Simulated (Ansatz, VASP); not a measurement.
## One calculation of Re, two programs

```xyz
1
Lattice="0.0000 1.9037 2.0042 1.9037 0.0000 2.0042 1.9037 1.9037 0.0000" Properties=species:S:1:pos:R:3 pbc="T T T"
Re    0.0000    0.0000    0.0000
```

Alike in both runs: task single point; functional PBE; k mesh 10 × 10 × 10; occupations gaussian, width 0.15 eV; no spin polarisation.

|  | VASP | Ansatz |
| --- | --- | --- |
| version | VASP 6.6.1 | Ansatz 0.2.0 |
| potentials or method | VASP PAW PBE potentials, release 64 (Re), cutoff 520 eV | scalar-relativistic, plane waves, PAW |
| valence electrons in the cell | 7 | 15 |

Ansatz gave:

| Quantity | Value |
| --- | --- |
| gap on the k mesh at the Fermi level (eV) | none |
| pressure (GPa) | 12.7 |
| traceless stress, the component that is largest in VASP (GPa) | -11.30 |

Q: What did VASP give for the same quantities?

A: gap on the k mesh at the Fermi level (eV): none; pressure (GPa): 12.4; traceless stress, the component that is largest in VASP (GPa): -11.17.

A gap of «none» marks a metal or a gap that the smearing closes. VASP's potentials hold 7 valence electrons a cell and Ansatz's 15, so a difference there can come from the potentials and not from the codes.

Spin-orbit coupling is off throughout.
